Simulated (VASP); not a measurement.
# Be (Fd-3m) in VASP: a series of runs

Be is run at these levels: r2SCAN; tasks: single point, relaxation of cell and atoms.

Program: VASP 6.6.1. These are calculated values, not measurements. Logs are shortened: lines on timing, memory, paths and dates and some standing lists are left out, and cuts for length are marked.

### 1 The cell of the first run

The structure is cubic, space group Fd-3m (No. 227). Conventional cell: a = 5.060 Å, b = 5.060 Å, c = 5.060 Å, α = 90.00°, β = 90.00°, γ = 90.00°. Be (site symmetry -43m) has 4 Be at 2.19 Å within 2.9 Å.

### 2 Single point, r2SCAN (volume scaled by 1.08)

File POSCAR:

```
Be
1.0
    0.0000000000      2.5300708584      2.5300708584
    2.5300708584      0.0000000000      2.5300708584
    2.5300708584      2.5300708584      0.0000000000
Be
2
Direct
    0.1250000000      0.1250000000      0.1250000000
    0.8750000000      0.8750000000      0.8750000000
```

File INCAR.step1:

```
SYSTEM = Be
PREC     = Accurate       ! precision mode
ENCUT    = 520            ! plane-wave cutoff, eV
ISMEAR   = -1             ! smearing method
SIGMA    = 0.1            ! smearing width, eV
LREAL    = .False.        ! projectors in reciprocal space
LASPH    = .True.         ! aspherical terms in the spheres
NELM     = 80             ! most SCF steps
NBANDS   = 9              ! bands
GGA      = PE             ! functional
ALGO     = Normal         ! electronic algorithm
EDIFF    = 1E-4           ! SCF threshold, eV
LWAVE    = .True.         ! write WAVECAR
LCHARG   = .False.        ! write CHGCAR
```

File INCAR.step2:

```
SYSTEM = Be
PREC     = Accurate       ! precision mode
ENCUT    = 520            ! plane-wave cutoff, eV
EDIFF    = 1E-7           ! SCF threshold, eV
ISMEAR   = -1             ! smearing method
SIGMA    = 0.1            ! smearing width, eV
LREAL    = .False.        ! projectors in reciprocal space
LASPH    = .True.         ! aspherical terms in the spheres
NELM     = 80             ! most SCF steps
ALGO     = Normal         ! electronic algorithm
ISIF     = 2              ! what is computed and relaxed
LWAVE    = .False.        ! write WAVECAR
LCHARG   = .False.        ! write CHGCAR
METAGGA  = R2SCAN         ! meta-GGA
LMIXTAU  = .True.       
NBANDS   = 9              ! bands
ISTART   = 1
```

File KPOINTS:

```
Automatic mesh
0
Gamma
  12 12 12
  0 0 0
```

Potentials or basis: VASP PAW PBE potentials, release 64 (Be).

Launch:

```console
$ cat potpaw_PBE.64/Be/POTCAR > POTCAR
$ cp INCAR.step1 INCAR
$ mpirun -np 1 vasp_std > vasp.out
$ cp INCAR.step2 INCAR
$ mpirun -np 1 vasp_std > vasp.out
```

OUTCAR:

```text
SYSTEM = Be
   PREC = Accurate
   ENCUT = 520
   EDIFF = 1E-7
   ISMEAR = -1
   LREAL = .False.
   LASPH = .True.
   NELM = 80
   ISIF = 2
   METAGGA = R2SCAN
   ISTART = 1

 ion  position               nearest neighbor table
   1  0.125  0.125  0.125-   2 2.19   2 2.19   2 2.19   2 2.19
   2  0.875  0.875  0.875-   1 2.19   1 2.19   1 2.19   1 2.19

  LATTYP: Found a face centered cubic cell.
 ALAT       =     5.0601417168

  Lattice vectors:

 A1 = (   0.0000000000,   2.5300708584,   2.5300708584)
 A2 = (   2.5300708584,   0.0000000000,   2.5300708584)
 A3 = (   2.5300708584,   2.5300708584,   0.0000000000)

Analysis of symmetry for initial positions (statically):
=====================================================================
 Subroutine PRICEL returns:
 Original cell was already a primitive cell.

 Routine SETGRP: Setting up the symmetry group for a
 face centered cubic supercell.

 Subroutine GETGRP returns: Found 48 space group operations
 (whereof 12 operations were pure point group operations)
 out of a pool of 48 trial point group operations.

The static configuration has the point symmetry D_3d.
 The point group associated with its full space group is O_h .

Analysis of symmetry for dynamics (positions and initial velocities):
=====================================================================
 Subroutine PRICEL returns:
 Original cell was already a primitive cell.

 Routine SETGRP: Setting up the symmetry group for a
 face centered cubic supercell.

 Subroutine GETGRP returns: Found 48 space group operations
 (whereof 12 operations were pure point group operations)
 out of a pool of 48 trial point group operations.

The dynamic configuration has the point symmetry D_3d.
 The point group associated with its full space group is O_h .

 Subroutine INISYM returns: Found 48 space group operations
 (whereof 12 operations are pure point group operations),
 and found     1 'primitive' translations

----------------------------------------------------------------------------------------

                                     Primitive cell

  volume of cell :      32.3913

  direct lattice vectors                    reciprocal lattice vectors
     0.000000000  2.530070858  2.530070858    -0.197622924  0.197622924  0.197622924
     2.530070858  0.000000000  2.530070858     0.197622924 -0.197622924  0.197622924
     2.530070858  2.530070858  0.000000000     0.197622924  0.197622924 -0.197622924

  length of vectors
     3.578060522  3.578060522  3.578060522     0.342292944  0.342292944  0.342292944

  position of ions in fractional coordinates (direct lattice)
     0.125000000  0.125000000  0.125000000
     0.875000000  0.875000000  0.875000000

  ion indices of the primitive-cell ions
   primitive index   ion index
                 1           1
                 2           2

----------------------------------------------------------------------------------------

 KPOINTS: Automatic mesh

Automatic generation of k-mesh.
 Grid dimensions read from file:
 generate k-points for:   12   12   12

 Generating k-lattice:

  Cartesian coordinates                     Fractional coordinates (reciprocal lattice)
    -0.016468577  0.016468577  0.016468577     0.083333333  0.000000000  0.000000000
     0.016468577 -0.016468577  0.016468577     0.000000000  0.083333333  0.000000000
     0.016468577  0.016468577 -0.016468577     0.000000000  0.000000000  0.083333333

  Length of vectors
     0.028524412  0.028524412  0.028524412

  Shift w.r.t. Gamma in fractional coordinates (k-lattice)
     0.000000000  0.000000000  0.000000000

 Subroutine IBZKPT returns following result:
 ===========================================

 Found     72 irreducible k-points:

 Following reciprocal coordinates:
            Coordinates               Weight
  0.000000  0.000000  0.000000      1.000000
  0.083333  0.000000  0.000000      8.000000
  0.166667  0.000000  0.000000      8.000000
  0.250000  0.000000  0.000000      8.000000
  0.333333  0.000000  0.000000      8.000000
  0.416667  0.000000  0.000000      8.000000
[... 16 lines left out ...]
  0.500000  0.166667  0.000000     24.000000
 -0.416667  0.166667  0.000000     24.000000
 [... further k-points ...]
   k-points           NKPTS =     72   k-points in BZ     NKDIM =     72   number of bands    NBANDS=      9
   number of dos      NEDOS =    301   number of ions     NIONS =      2
   total plane-waves  NPLWV =  21952
   dimension x,y,z NGX =    28 NGY =   28 NGZ =   28
   dimension x,y,z NGXF=    56 NGYF=   56 NGZF=   56
   ions per type =               2
   NGX,Y,Z   is equivalent  to a cutoff of  13.01, 13.01, 13.01 a.u.
   NGXF,Y,Z  is equivalent  to a cutoff of  26.02, 26.02, 26.02 a.u.
 SYSTEM =  Be
   PREC   = accura    normal or accurate (medium, high low for compatibility)
   ISTART =      1    job   : 0-new  1-cont  2-samecut
   ICHARG =      0    charge: 1-file 2-atom 10-const
   ISPIN  =      1    spin polarized calculation?
   LNONCOLLINEAR =      F non collinear calculations
   LSORBIT =      F    spin-orbit coupling
   LASPH  =      T    aspherical Exc in radial PAW
   ENCUT  =  520.0 eV  38.22 Ry    6.18 a.u.   6.65  6.65  6.65*2*pi/ulx,y,z
   NELM   =     80;   NELMIN=  2; NELMDL=  0     # of ELM steps
   EDIFF  = 0.1E-06   stopping-criterion for ELM
   LREAL  =      F    real-space projection
   EDIFFG = 0.1E-05   stopping-criterion for IOM
   NSW    =      0    number of steps for IOM
   IBRION =     -1    ionic relax: 0-MD 1-quasi-New 2-CG
   NFREE  =      0    steps in history (QN), initial steepest desc. (CG)
   ISIF   =      2    stress and relaxation
   ISYM   =      2    0-nonsym 1-usesym 2-fastsym
   POTIM  = 0.5000    time-step for ionic-motion
   TEBEG  =    0.0;   TEEND  =   0.0 temperature during run
   PSTRESS=    0.0 pullay stress
   NELECT =       4.0000    total number of electrons
   NUPDOWN=      -1.0000    fix difference up-down
   EMIN   =  10.00;   EMAX   =-10.00  energy-range for DOS
   EFERMI =   0.00;   METHOD = LEGACY
   ISMEAR =    -1;   SIGMA  =   0.10  broadening in eV -4-tet -1-fermi 0-gaus
   EFERMI_NEDOS =   21; number of points for ismear=-14 and -15
   IALGO  =     38    algorithm
   IMIX   =      4    mixing-type and parameters
     AMIX     =   0.40;   BMIX     =  1.00
     AMIX_MAG =   1.60;   BMIX_MAG =  1.00
  volume/ion in A,a.u.               =      16.20       109.29
  Fermi-wavevector in a.u.,A,eV,Ry     =   0.815240  1.540580  9.042653  0.664616
  Thomas-Fermi vector in A             =   1.925292
   LORBIT       =      0    0 simple, 1 ext, 2 COOP (PROOUT), +10 PAW based schemes
   METAGGA = R2SCAN    functional components
   LHFCALC =     F    Hartree Fock is set to
   AEXX    =    0.0000 exact exchange contribution
   IVDW    =     0    specifies the selected vdW correction
   LEPSILON=     F    determine dielectric tensor
   LRPA    =     F    only Hartree local field effects (RPA)
 non-spin polarized calculation
  energy-cutoff  :      520.00
  volume of cell :       32.39
 maximum number of plane-waves:       895
   NGX = 13   NGY = 13   NGZ = 13

 number of electron       4.0000000 magnetization

 Free energy of the ion-electron system (eV)
  ---------------------------------------------------
  ext. energy  EPLUGINS =         0.00000000
  ---------------------------------------------------
  free energy    TOTEN  =        -5.24415002 eV

  energy without entropy =       -5.21199236  energy(sigma->0) =       -5.22807119

 E-fermi :   1.3598     XC(G=0):  -8.6592

 val. band max:        1.3321209746   @ k =  -0.2500   0.2500   0.0000
 cond. band min:       1.3904527356   @ k =  -0.4167   0.3333   0.1667
 fundamental gap:      0.0583317609
 Fermi energy:         1.3597715091

 k-point     1 :       0.0000    0.0000    0.0000
  band No.  band energies     occupation
      1      -6.1299      2.00000
      2       6.2396      0.00000
      3       6.2396      0.00000
      4       6.2396      0.00000
      5       8.7079      0.00000
      6       8.7079      0.00000
      7       8.7079      0.00000
      8      15.1308      0.00000
      9      15.9922      0.00000

 k-point     2 :       0.0833    0.0000    0.0000
  band No.  band energies     occupation
      1      -6.0233      2.00000
      2       5.3772      0.00000
      3       5.9995      0.00000
      4       5.9995      0.00000
      5       9.0191      0.00000
      6       9.0191      0.00000
      7       9.3081      0.00000
      8      15.0162      0.00000
      9      16.2158      0.00000

 k-point     3 :       0.1667    0.0000    0.0000
  band No.  band energies     occupation
      1      -5.7040      2.00000
      2       3.7960      0.00000
      3       5.5301      0.00000
      4       5.5301      0.00000
      5       9.6153      0.00000
      6       9.6153      0.00000
      7      10.1548      0.00000
      8      14.7219      0.00000
      9      15.8016      0.00000

 k-point     4 :       0.2500    0.0000    0.0000
  band No.  band energies     occupation
      1      -5.1739      2.00000
      2       2.1156      0.00104
      3       5.0860      0.00000
      4       5.0860      0.00000
      5      10.0207      0.00000
      6      10.0207      0.00000
      7      10.7774      0.00000
      8      14.3520      0.00000
      9      15.7626      0.00000
[... 205 lines left out ...]
 k-point    22 :       0.4167    0.1667    0.0000
  band No.  band energies     occupation
      1      -3.7773      2.00000
      2       0.2929      1.99995
      3       3.5746      0.00000
      4       3.6175      0.00000
      5       8.8932      0.00000
      6      11.8969      0.00000
      7      11.9395      0.00000
      8      13.0657      0.00000
      9      17.0545      0.00000

 k-point    23 :       0.5000    0.1667    0.0000
  band No.  band energies     occupation
      1      -2.8005      2.00000
      2      -1.0804      2.00000
      3       3.1497      0.00000
      4       3.6553      0.00000
      5       9.0008      0.00000
      6      11.5556      0.00000
      7      12.5483      0.00000
      8      13.8899      0.00000
      9      16.6835      0.00000

 k-point    24 :      -0.4167    0.1667    0.0000
  band No.  band energies     occupation
      1      -2.4688      2.00000
      2      -1.4658      2.00000
      3       2.8231      0.00000
      4       3.9159      0.00000
      5       9.2527      0.00000
      6      11.2286      0.00000
      7      12.6580      0.00000
      8      14.7658      0.00000
      9      16.4385      0.00000

 [... further k-points ...]

------------------------ aborting loop because EDIFF is reached ----------------------------------------

  FORCE on cell =-STRESS in cart. coord.  units (eV):
  Direction    XX          YY          ZZ          XY          YZ          ZX
  --------------------------------------------------------------------------------------
  -------------------------------------------------------------------------------------
  Total       -0.5777416     -0.5777416     -0.5777416     -0.0000000     -0.0000000      0.0000000
  in kB      -28.5769673    -28.5769673    -28.5769673     -0.0000000     -0.0000000      0.0000000
  external PRESSURE =     -28.5769673 kB  Pullay stress =       0.0000000 kB

 VOLUME and BASIS-vectors are now :
 -----------------------------------------------------------------------------
  energy-cutoff  :      520.00
  volume of cell :       32.39
      direct lattice vectors                 reciprocal lattice vectors
     0.000000000  2.530070858  2.530070858    -0.197622924  0.197622924  0.197622924
     2.530070858  0.000000000  2.530070858     0.197622924 -0.197622924  0.197622924
     2.530070858  2.530070858  0.000000000     0.197622924  0.197622924 -0.197622924

 POSITION                                       TOTAL-FORCE (eV/Angst)
 -----------------------------------------------------------------------------------
      0.63252      0.63252      0.63252         0.000000     -0.000000     -0.000000
      4.42762      4.42762      4.42762        -0.000000      0.000000      0.000000
 -----------------------------------------------------------------------------------
    total drift:                               -0.000000     -0.000000     -0.000000

  FREE ENERGIE OF THE ION-ELECTRON SYSTEM (eV)
  ---------------------------------------------------
  free  energy   TOTEN  =        -5.2441500204 eV

  energy  without entropy=       -5.2119923643  energy(sigma->0) =       -5.22807119
```

It took 73 s on 1 thread of Intel Xeon 6975P-C (Granite Rapids), shared host; peak memory 0.16 GiB.

Results:

```
Free energy            : -5.2442 eV
Pressure               : -2.9 GPa
Band gap on the k mesh : zero (band 2 reaches 6.24 eV, above the bottom of band 3 at 0.12 eV)
```

Levels at points of the mesh, in eV from the Fermi level:
| k point | band 1 | band 2 | band 3 | band 4 | band 5 | band 6 | band 7 |
| --- | --- | --- | --- | --- | --- | --- | --- |
| (0.00, 0.00, 0.00) | -7.49 | 4.88 | 4.88 | 4.88 | 7.35 | 7.35 | 7.35 |
| (0.50, 0.00, 0.00) | -3.96 | -3.43 | 3.12 | 3.12 | 8.53 | 8.53 | 10.13 |
| (0.50, 0.50, 0.00) | -2.53 | -2.53 | 0.81 | 0.81 | 6.24 | 6.24 | 15.37 |

Caveat: the cell differs from its parent crystal (volume scaled by 1.08); the PAW data sets were made with another functional, which shifts forces and pressure a little.

### 3 Single point, r2SCAN (volume scaled by 1.12)

File POSCAR:

```
Be
1.0
    0.0000000000      2.5609284222      2.5609284222
    2.5609284222      0.0000000000      2.5609284222
    2.5609284222      2.5609284222      0.0000000000
Be
2
Direct
    0.1250000000      0.1250000000      0.1250000000
    0.8750000000      0.8750000000      0.8750000000
```

File INCAR.step1:

```
PREC     = Accurate       # precision mode
ENCUT    = 520            # plane-wave cutoff, eV
ISMEAR   = -1             # smearing method
SIGMA    = 0.1            # smearing width, eV
LREAL    = False          # projectors in reciprocal space
LASPH    = True           # aspherical terms in the spheres
NELM     = 60             # most SCF steps
NBANDS   = 9              # bands
GGA      = PE             # functional
ALGO     = Normal         # electronic algorithm
EDIFF    = 1E-4           # SCF threshold, eV
LWAVE    = True           # write WAVECAR
LCHARG   = False          # write CHGCAR
```

File INCAR.step2:

```
PREC     = Accurate       # precision mode
ENCUT    = 520            # plane-wave cutoff, eV
EDIFF    = 1E-6           # SCF threshold, eV
ISMEAR   = -1             # smearing method
SIGMA    = 0.1            # smearing width, eV
LREAL    = False          # projectors in reciprocal space
LASPH    = True           # aspherical terms in the spheres
NELM     = 60             # most SCF steps
ALGO     = Normal         # electronic algorithm
ISIF     = 2              # what is computed and relaxed
LWAVE    = False          # write WAVECAR
LCHARG   = False          # write CHGCAR
METAGGA  = R2SCAN         # meta-GGA
LMIXTAU  = True         
NBANDS   = 9              # bands
ISTART   = 1
```

File KPOINTS:

```
regular mesh
0
Gamma
  12 12 12
```

Potentials or basis: VASP PAW PBE potentials, release 64 (Be).

Launch:

```console
$ cat potpaw_PBE.64/Be/POTCAR > POTCAR
$ cp INCAR.step1 INCAR
$ mpirun -np 1 vasp_std > vasp.out
$ cp INCAR.step2 INCAR
$ mpirun -np 1 vasp_std > vasp.out
```

Wall time 60 s (1 thread of Intel Xeon 6975P-C (Granite Rapids), shared host); peak memory 0.16 GiB.

Results (log left out):

| Quantity | Value |
| --- | --- |
| Free energy | -5.2185 eV |
| Pressure | -4.0 GPa |
| Band gap on the k mesh | zero (band 2 reaches 5.95 eV, above the bottom of band 3 at 0.02 eV) |

Levels at points of the mesh, in eV from the Fermi level:
```tsv
k point	band 1	band 2	band 3	band 4	band 5	band 6
(0.00, 0.00, 0.00)	-7.34	4.76	4.76	4.76	7.19	7.19
(0.50, 0.00, 0.00)	-3.93	-3.32	3.05	3.05	8.37	8.37
(0.50, 0.50, 0.00)	-2.50	-2.50	0.81	0.81	6.11	6.11
```

Caveat: the cell differs from its parent crystal (volume scaled by 1.12); the PAW data sets were made with another functional, which shifts forces and pressure a little.

### 4 Single point, r2SCAN

This run uses another cell than the first one, of 15.00 Å³/atom, 0.926 times its volume.

File POSCAR:

```
Be
1.0
    0.0000000000      2.4659906896      2.4659906896
    2.4659906896      0.0000000000      2.4659906896
    2.4659906896      2.4659906896      0.0000000000
Be
2
Direct
    0.1250000000      0.1250000000      0.1250000000
    0.8750000000      0.8750000000      0.8750000000
```

File INCAR.step1:

```
PREC = Accurate ; ENCUT = 520
ISMEAR = -1 ; SIGMA = 0.1
LREAL = F ; LASPH = T
NELM = 80 ; NBANDS = 9
GGA = PE ; ALGO = Normal
EDIFF = 1E-4 ; LWAVE = T
LCHARG = F
```

File INCAR.step2:

```
PREC = Accurate ; ENCUT = 520
EDIFF = 1E-6 ; ISMEAR = -1
SIGMA = 0.1 ; LREAL = F
LASPH = T ; NELM = 80
ALGO = Normal ; ISIF = 2
LWAVE = F ; LCHARG = T
METAGGA = R2SCAN ; LMIXTAU = T
LELF = T ; LVHAR = T
NBANDS = 9 ; ISTART = 1
```

File KPOINTS:

```
Automatic mesh
0
Gamma
  18 18 18
```

Launch:

```console
$ cat potpaw_PBE.64/Be/POTCAR > POTCAR
$ cp INCAR.step1 INCAR
$ mpirun -np 1 vasp_std > vasp.out
$ cp INCAR.step2 INCAR
$ mpirun -np 1 vasp_std > vasp.out
```

It took 2.4 min on 1 thread of Intel Xeon 6975P-C (Granite Rapids), shared host; peak memory 0.18 GiB.

It converged, with:

* Free energy: -5.2684 eV
* Pressure: 0.0 GPa
* Band gap on the k mesh: zero (band 2 reaches 6.89 eV, above the bottom of band 3 at 0.24 eV)

Levels at points of the mesh, in eV from the Fermi level:
| k point | band 1 | band 2 | band 3 | band 4 | band 5 | band 6 | band 7 |
| --- | --- | --- | --- | --- | --- | --- | --- |
| (0.00, 0.00, 0.00) | -7.82 | 5.15 | 5.15 | 5.15 | 7.68 | 7.68 | 7.68 |
| (0.50, 0.00, 0.00) | -4.03 | -3.68 | 3.28 | 3.28 | 8.88 | 8.88 | 10.90 |
| (0.50, 0.50, 0.00) | -2.61 | -2.61 | 0.81 | 0.81 | 6.54 | 6.54 | 16.27 |

Caveat: the PAW data sets were made with another functional, which shifts forces and pressure a little.

(Continued in part 2 of 2.)
